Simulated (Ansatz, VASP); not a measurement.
# Two plane-wave programs on SiC4

Contents of INCAR:

```
PREC = Accurate ; ENCUT = 520
EDIFF = 1E-6 ; ISMEAR = 0
SIGMA = 0.1 ; LREAL = F
LASPH = T ; NELM = 80
ALGO = Normal ; ISIF = 2
LWAVE = F ; LCHARG = F
GGA = PE ; NBANDS = 18
```

File KPOINTS:

```
Automatic mesh
0
Gamma
  6 6 6
```

File POSCAR:

```
SiC4
1.0
   -1.9229846300      1.9229846300      3.6742441200
    1.9229846300     -1.9229846300      3.6742441200
    1.9229846300      1.9229846300     -3.6742441200
Si C
1 4
Direct
    0.0899862500      0.0899862500      0.0000000000
    0.0701730100      0.0701730100      0.6184052900
    0.4517677200      0.4517677200      0.3815947100
    0.0701730100      0.4517677200      0.0000000000
    0.4517677200      0.0701730100      0.0000000000
```

Input for Ansatz:

```yaml
crystal:
  lattice:
    - [-1.92298463, 1.92298463, 3.67424412]
    - [1.92298463, -1.92298463, 3.67424412]
    - [1.92298463, 1.92298463, -3.67424412]
  atoms:
    - { symbol: Si, position: [0.08998625, 0.08998625, 0.0] }
    - { symbol: C, position: [0.07017301, 0.07017301, 0.61840529] }
    - { symbol: C, position: [0.45176772, 0.45176772, 0.38159471] }
    - { symbol: C, position: [0.07017301, 0.45176772, 0.0] }
    - { symbol: C, position: [0.45176772, 0.07017301, 0.0] }
basis:
  ecutwfc: 420
kpoints:
  mp_grid: { grid: [6, 6, 6] }
hamiltonian:
  xc: pbe
scf:
  occupations: { method: gaussian, width: 0.1 }
  lower_state_search: "off"
output:
  forces: true
  stress: true
  eigenvalues: true
```

Alike in both runs: task single point; functional PBE; k mesh 6 × 6 × 6; occupations gaussian, width 0.1 eV; no spin polarisation.

|  | VASP | Ansatz |
| --- | --- | --- |
| version | VASP 6.6.1 | Ansatz 0.2.0 |
| potentials or method | VASP PAW PBE potentials, release 64 (Si, C), cutoff 520 eV | scalar-relativistic, plane waves, PAW |
| valence electrons in the cell | 20 | 20 |

|  | VASP | Ansatz | Ansatz less VASP |
| --- | --- | --- | --- |
| gap on the k mesh at the Fermi level (eV) | none | none | - |
| rms of the force components (eV/Å) | 7.299 | 7.261 | -0.0385 |

Atom by atom the forces differ by 0.056 eV/Å (rms over components). A gap of «none» marks a metal or a gap that the smearing closes.

The k mesh is coarse, so the values compare programs but aren't converged.
